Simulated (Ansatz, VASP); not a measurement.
# Two plane-wave programs on CdF2

The input INCAR:

```
SYSTEM = CdF2
PREC     = Accurate       ! precision mode
ENCUT    = 520            ! plane-wave cutoff, eV
EDIFF    = 1E-7           ! SCF threshold, eV
ISMEAR   = 0              ! smearing method
SIGMA    = 0.05           ! smearing width, eV
LREAL    = .False.        ! projectors in reciprocal space
LASPH    = .True.         ! aspherical terms in the spheres
NELM     = 80             ! most SCF steps
ALGO     = Normal         ! electronic algorithm
ISIF     = 2              ! what is computed and relaxed
LWAVE    = .False.        ! write WAVECAR
LCHARG   = .False.        ! write CHGCAR
GGA      = PE             ! functional
NBANDS   = 20             ! bands
```

Contents of KPOINTS:

```
regular mesh
0
Gamma
  8 8 8
  0 0 0
```

The input POSCAR:

```
CdF2
1.0
    0.0000000000      2.6940000000      2.6940000000
    2.6940000000      0.0000000000      2.6940000000
    2.6940000000      2.6940000000      0.0000000000
Cd F
1 2
Direct
    0.0200915322      0.0200915322      0.0200915322
    0.2500000000      0.2500000000      0.2500000000
    0.7500000000      0.7500000000      0.7500000000
```

Input for Ansatz:

```yaml
crystal:
  lattice:
    - [0.0, 2.694, 2.694]
    - [2.694, 0.0, 2.694]
    - [2.694, 2.694, 0.0]
  atoms:
    - { symbol: Cd, position: [0.0200915322, 0.0200915322, 0.0200915322] }
    - { symbol: F, position: [0.25, 0.25, 0.25] }
    - { symbol: F, position: [0.75, 0.75, 0.75] }
basis:
  ecutwfc: 420
kpoints:
  mp_grid: { grid: [8, 8, 8] }
hamiltonian:
  xc: pbe
scf:
  occupations: { method: gaussian, width: 0.05 }
output:
  forces: true
  stress: true
  eigenvalues: true
```

Change from the starting cell: all Cd atoms moved +0.188 Å, as atom 1 along Cartesian [1 1 1].

Alike in both runs: task single point; functional PBE; k mesh 8 × 8 × 8; occupations gaussian, width 0.05 eV; no spin polarisation.

|  | VASP | Ansatz |
| --- | --- | --- |
| version | VASP 6.6.1 | Ansatz 0.2.0 |
| potentials or method | VASP PAW PBE potentials, release 64 (Cd, F), cutoff 520 eV | scalar-relativistic, plane waves, PAW |
| valence electrons in the cell | 26 | 34 |

```tsv
	VASP	Ansatz	Ansatz less VASP
gap on the k mesh at the Fermi level (eV)	3.11	3.14	+0.036
least direct gap on the mesh (eV)	3.59	3.63	+0.033
pressure (GPa)	8.3	7.5	-0.87
traceless stress, the component that is largest in VASP (GPa)	1.43	1.31	-0.119
rms of the force components (eV/Å)	0.550	0.499	-0.0509
```

Atom by atom the forces differ by 0.051 eV/Å (rms over components). VASP's potentials hold 26 valence electrons a cell and Ansatz's 34, so a difference there can come from the potentials and not from the codes.
